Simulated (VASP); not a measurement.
**NiO: single point with r2SCAN**

The system is NiO.

```xyz
2
Lattice="0.0000 2.0515 2.0515 2.0515 0.0000 2.0515 2.0515 2.0515 0.0000" Properties=species:S:1:pos:R:3 pbc="T T T"
Ni    0.0000    0.0000    0.0000
O     2.0515    2.0515    2.0515
```

This cell differs from its parent crystal: volume scaled by 0.94.

```yaml
Program: VASP 6.6.1
Task: single point
Functional: r2SCAN
Potentials_or_basis: VASP PAW PBE potentials, release 64 (Ni, O)
Cutoff: 520 eV
k_mesh: 12 × 12 × 12
Occupations: gaussian, width 0.02 eV
Spin: collinear spin, ferromagnetic start
Starting_moments: "[1.84, 0.31] μB"
Dipole_correction: no
Further_INCAR_settings: ALGO = Normal; EDIFF = 1e-06; NBANDS = 19
```

The pressure is 15.4 GPa and the band gap on the k mesh is 0.51 eV, indirect (least direct gap 1.67 eV). The net moment is 2.00 μB per cell. The site moments are Ni +1.69; O +0.28 μB and the valence electrons inside the program's atomic spheres are Ni 9.03; O 5.08.

Levels at points of the mesh, in eV from the valence-band top:
Spin up:
| k point | band 7 | band 8 | band 9 | band 10 | band 11 | band 12 |
| --- | --- | --- | --- | --- | --- | --- |
| (0.00, 0.00, 0.00) | -3.15 | -3.15 | -3.15 | 2.41 | 18.91 | 19.99 |
| (0.50, 0.00, 0.00) | -1.93 | 0.00 | 0.00 | 6.37 | 11.39 | 15.14 |
| (0.50, 0.50, 0.00) | -3.15 | -2.29 | -2.29 | 7.06 | 11.93 | 12.89 |
Spin down:
| k point | band 4 | band 5 | band 6 | band 7 | band 8 | band 9 | band 10 | band 11 |
| --- | --- | --- | --- | --- | --- | --- | --- | --- |
| (0.00, 0.00, 0.00) | -2.44 | -2.44 | -2.44 | -2.44 | 0.51 | 0.51 | 2.99 | 19.01 |
| (0.50, 0.00, 0.00) | -4.91 | -1.40 | -1.40 | -0.98 | 3.54 | 3.54 | 6.68 | 12.23 |
| (0.50, 0.50, 0.00) | -3.95 | -3.42 | -1.32 | -1.32 | 1.03 | 1.70 | 7.71 | 12.56 |

Wall time 89 s on 1 thread of Intel(R) Xeon(R) Platinum 8488C (Sapphire Rapids), on a shared host, peak memory 0.18 GiB.

Caveat: the PAW data sets were made with another functional, which shifts forces and pressure a little; a cell with one magnetic atom can't hold antiferromagnetic order, which such compounds often take. A k mesh can miss the band edges.
